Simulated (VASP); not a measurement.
Set up this calculation in VASP 6.6.1, as the native input.

```yaml
Task: single point
Functional: PBE
Dispersion: D3(BJ)
Potentials_or_basis: VASP PAW PBE potentials, release 64 (O_h, H_h, S)
Cutoff: 1000 eV
k_mesh: 1 × 1 × 1
Occupations: fermi-dirac, width 0.02 eV
Spin: no spin polarisation
Dipole_correction: no
Further_INCAR_settings: LREAL = Auto; ALGO = Normal; EDIFF = 1e-06; NBANDS = 49
```

The structure of H12SO8 lies in POSCAR:

```
H12SO8
1.0
    6.5374560000      0.0000000000      0.0000000000
    0.0000000000      6.5374560000      0.0000000000
    0.0000000000      0.0000000000      6.5374560000
O H S
8 12 1
Direct
    0.9141017546      0.4264196960      0.3081626859
    0.6871021388      0.7199283636      1.0836325323
    0.6084018003     -0.1030217259      0.5405619556
    0.8415658935      0.1113735985      0.9655590799
    0.3101971164      0.6014572029      0.3840484739
    0.6805552496      0.3850121515      0.6463370461
    0.1698673001      0.4222131667      0.8755699465
    0.2257300087      0.1428384375      0.6248608021
    1.0567260414      0.4703817509      0.3328511886
    0.9138570110      0.3014628320      0.2207280630
    0.7963189351      0.6243254257      1.1278546272
    0.5702065146      0.6738859887      1.1660499130
    0.7272094833     -0.0815301854      0.4511999775
    0.5631548419      0.0286043990      0.5883634245
    0.7590873269      0.1819668079      0.8632256951
    0.7887012930     -0.0271818273      0.9892380155
    0.3258912947      0.4920568490      0.4789018848
    0.3532719761      0.7304676314      0.4521330622
    0.6671402454      0.5126153048      0.7234924411
    0.7735883806      0.4076662237      0.5251890032
    0.2276267710      0.2111065834      0.8369004702
```

The input as run:

INCAR

```
SYSTEM = H12SO8
  ALGO = Normal
  EDIFF = 1E-6
  ENCUT = 1000
  GGA = PE
  GGA_COMPAT = .False.
  ISIF = 2
  ISMEAR = -1
  IVDW = 12
  LASPH = .True.
  LCHARG = .False.
  LREAL = Auto
  LWAVE = .False.
  NBANDS = 49
  NELM = 120
  PREC = Accurate
  SIGMA = 0.02
```

KPOINTS

```
k-points
0
Gamma
  1 1 1
  0 0 0
```

Potentials or basis: VASP PAW PBE potentials, release 64 (O_h, H_h, S).

The run is started by

```console
$ cat potpaw_PBE.64/O_h/POTCAR potpaw_PBE.64/H_h/POTCAR potpaw_PBE.64/S/POTCAR > POTCAR
$ mpirun -np 1 vasp_gam > vasp.out
```

Results of the run:

| Property | Result |
| --- | --- |
| Pressure | -1.5 GPa |
| Largest force | 1.494 eV/Å |
| Dispersion energy per atom | -0.036 eV |

Caveat: the k points lie up to 0.96 Å⁻¹ apart, too coarse for converged energies, forces and pressures; the atoms stand as in a frame of molecular dynamics.

Run time: 97 s on 1 thread of AMD EPYC 7R43 64-Core Processor (Zen 3) (shared host), peak memory 0.59 GiB.
